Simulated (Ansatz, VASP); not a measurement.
## Two plane-wave programs on GaP

The input POSCAR:

```
GaP
1.0
    0.0000000000      2.9432700000      2.8342600000
    2.9432700000      0.0000000000      2.8342600000
    2.9432700000      2.9432700000      0.0000000000
Ga P
1 1
Direct
    0.0000000000      0.0000000000      0.0000000000
    0.7500000000      0.7500000000      0.7500000000
```

The input INCAR.step1:

```
SYSTEM = GaP
PREC = Accurate
ENCUT = 520
ISMEAR = 0
SIGMA = 0.05
LREAL = .False.
LASPH = .True.
NELM = 60
NBANDS = 16
GGA = PE
ALGO = Normal
EDIFF = 1E-4
LWAVE = .True.
LCHARG = .False.
```

Contents of INCAR.step2:

```
SYSTEM = GaP
PREC = Accurate
ENCUT = 520
EDIFF = 1E-6
ISMEAR = 0
SIGMA = 0.05
LREAL = .False.
LASPH = .True.
NELM = 60
ALGO = Normal
ISIF = 2
LWAVE = .False.
LCHARG = .False.
METAGGA = R2SCAN
LMIXTAU = .True.
NBANDS = 16
ISTART = 1
```

File KPOINTS:

```
Automatic mesh
0
Gamma
  8 8 8
  0 0 0
```

Input for Ansatz:

```yaml
crystal:
  lattice:
    - [0.0, 2.94327, 2.83426]
    - [2.94327, 0.0, 2.83426]
    - [2.94327, 2.94327, 0.0]
  atoms:
    - { symbol: Ga, position: [0.0, 0.0, 0.0] }
    - { symbol: P, position: [0.75, 0.75, 0.75] }
basis:
  ecutwfc: 500
kpoints:
  mp_grid: { grid: [8, 8, 8] }
hamiltonian:
  xc: r2scan
scf:
  occupations: { method: gaussian, width: 0.05 }
output:
  forces: true
  stress: true
  eigenvalues: true
```

Change from the starting cell: strain +0.080 along x and y, +0.040 along z, atoms carried along.

Alike in both runs: task single point; functional r2SCAN; k mesh 8 × 8 × 8; occupations gaussian, width 0.05 eV; no spin polarisation.

```csv
,VASP,Ansatz
version,VASP 6.6.1,Ansatz 0.2.0
potentials or method,"VASP PAW PBE potentials, release 64 (Ga_d, P), cutoff 520 eV","scalar-relativistic, plane waves, PAW"
valence electrons in the cell,18,18
```

|  | VASP | Ansatz | Ansatz less VASP |
| --- | --- | --- | --- |
| gap on the k mesh at the Fermi level (eV) | 0.59 | 0.61 | +0.014 |
| least direct gap on the mesh (eV) | 0.59 | 0.61 | +0.014 |
| pressure (GPa) | -11.0 | -11.0 | +0.04 |
| traceless stress, the component that is largest in VASP (GPa) | 1.74 | 1.74 | -0.003 |

VASP's potentials were made for PBE, not for r2SCAN.
